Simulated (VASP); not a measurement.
BN:

```
B N
1.0
     2.50399    0.00000    0.00000
    -1.25200    2.16852    0.00000
     0.00000    0.00000    6.66120
B N
2 2
Cartesian
  0.0000 1.4457 1.6653
  1.2520 0.7228 4.9959
  0.0000 1.4457 4.9959
  1.2520 0.7228 1.6653
```

- Program: VASP 6.6.1
- Task: relaxation of cell and atoms
- Functional: PBE
- Potentials or basis: VASP PAW PBE potentials, release 64 (B, N)
- Cutoff: 600 eV
- k mesh: 12 × 12 × 4
- Occupations: gaussian, width 0.02 eV
- Spin: no spin polarisation

At the start: pressure 3.2 GPa; volume 9.04 Å³/atom.

Q: Where does the relaxation end?

A: Over 10 steps the energy falls by 9.8 meV/atom and the volume is 10.44 Å³/atom (+15.4 %); space group P6_3/mmc (No. 194, to 0.1 Å) before and after.

Step by step:
```
step  energy change (eV)  largest force (eV/Å)  pressure (GPa)  volume (Å³)
   1              0.0000                0.0000            3.23        36.17
   2              0.0029                0.0000           -3.53        37.13
   3             -0.0042                0.0000            0.21        36.58
   4             -0.0083                0.0000            0.19        36.86
   5             -0.0186                0.0000            0.23        37.67
   6             -0.0320                0.0000            0.35        39.30
   7             -0.0382                0.0000            0.62        42.54
   8             -0.0390                0.0000            0.55        41.62
   9             -0.0200                0.0000           -5.30        43.07
  10             -0.0392                0.0000           -0.01        41.75
```

Final structure:
```yaml
crystal:
  lattice:
    - [2.51233, 0.00000, 0.00000]
    - [-1.25616, 2.17574, 0.00000]
    - [0.00000, 0.00000, 7.63802]
  atoms:
    - { symbol: B, position: [0.33333, 0.66667, 0.25000] }
    - { symbol: B, position: [0.66667, 0.33333, 0.75000] }
    - { symbol: N, position: [0.33333, 0.66667, 0.75000] }
    - { symbol: N, position: [0.66667, 0.33333, 0.25000] }
```

Caveat: the volume moved by over 15 % at a fixed basis, so the end points are rough; this functional lacks dispersion, which binds layers or chains, so the pressure and a relaxed spacing across them are unreliable.
